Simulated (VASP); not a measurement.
SiO2:

```xyz
12
Lattice="4.9820 0.0000 0.0000 0.0000 4.9820 0.0000 0.0000 0.0000 6.9630" Properties=species:S:1:pos:R:3 pbc="T T T"
Si    3.9805    1.0015    5.2222
Si    3.4925    3.4925    3.4815
Si    1.0015    3.9805    1.7408
Si    1.4895    1.4895    0.0000
O     0.5155    1.1951    5.7227
O     1.2959    3.0065    0.5004
O     4.4665    3.7869    2.2412
O     3.6861    1.9755    3.9819
O     3.0065    1.2959    6.4626
O     3.7869    4.4665    4.7218
O     1.9755    3.6861    2.9811
O     1.1951    0.5155    1.2403
```

| Property | Result |
| --- | --- |
| Program | VASP 6.6.1 |
| Task | relaxation of cell and atoms |
| Functional | PBE |
| Potentials or basis | VASP PAW PBE potentials, release 64 (Si, O) |
| Cutoff | 600 eV |
| k mesh | 6 × 6 × 4 |
| Occupations | fermi-dirac, width 0.05 eV |
| Spin | no spin polarisation |

At the start: pressure 6.2 GPa; volume 14.40 Å³/atom.

Q: Where does the relaxation end?

A: Over 36 steps the energy falls by 10.4 meV/atom and the volume is 15.31 Å³/atom (+6.3 %); space group P4_12_12 (No. 92, to 0.1 Å) before and after.

Step by step:
```
step  energy change (eV)  largest force (eV/Å)  pressure (GPa)  volume (Å³)
   1              0.0000                0.4022            6.18       172.82
   2              0.1277                0.6891           -7.28       187.10
   3             -0.1179                0.1401            0.12       178.46
   4             -0.1179                0.1349            0.23       178.35
   5             -0.1095                0.3645           -0.32       179.05
   6             -0.1197                0.0308            0.05       178.56
   7             -0.1201                0.0276            0.01       178.68
   8             -0.1207                0.0331           -0.13       179.05
   9             -0.1209                0.0217            0.03       178.97
  10             -0.1209                0.0245            0.10       178.94
  11             -0.1212                0.0322            0.11       179.01
  12             -0.1215                0.0673            0.16       179.19
  13             -0.1216                0.0626            0.15       179.22
  14             -0.1218                0.0486            0.13       179.34
  15             -0.1222                0.0317            0.08       179.57
  16             -0.1225                0.0358           -0.02       180.03
  17             -0.1225                0.0301           -0.01       179.97
  18             -0.1226                0.0300           -0.01       180.05
  19             -0.1229                0.0343            0.00       180.29
  20             -0.1233                0.0544            0.00       180.75
  21             -0.1232                0.1082            0.00       181.69
  22             -0.1234                0.0748            0.00       181.13
  23             -0.1236                0.0670            0.01       181.21
  24             -0.1239                0.0444            0.02       181.46
  25             -0.1240                0.0652            0.04       181.96
  26             -0.1240                0.0539            0.03       181.84
  27             -0.1242                0.0465            0.03       181.95
  28             -0.1245                0.0244            0.04       182.27
  29             -0.1247                0.0413            0.03       182.91
  30             -0.1249                0.0147            0.00       183.21
  31             -0.1249                0.0149            0.00       183.22
  32             -0.1250                0.0133           -0.01       183.33
  33             -0.1251                0.0142           -0.02       183.45
  34             -0.1251                0.0256           -0.04       183.68
  35             -0.1252                0.0118           -0.02       183.76
  36             -0.1252                0.0080           -0.02       183.74
```

Final structure:
```
Si O
1.0
     5.08788    0.00000    0.00000
     0.00000    5.08788    0.00000
     0.00000    0.00000    7.09801
Si O
4 8
Direct
  0.79390 0.20610 0.75000
  0.70610 0.70610 0.50000
  0.20610 0.79390 0.25000
  0.29390 0.29390 0.00000
  0.09292 0.24143 0.82616
  0.25857 0.59292 0.07616
  0.90708 0.75857 0.32616
  0.74143 0.40708 0.57616
  0.59292 0.25857 0.92384
  0.75857 0.90708 0.67384
  0.40708 0.74143 0.42384
  0.24143 0.09292 0.17384
```
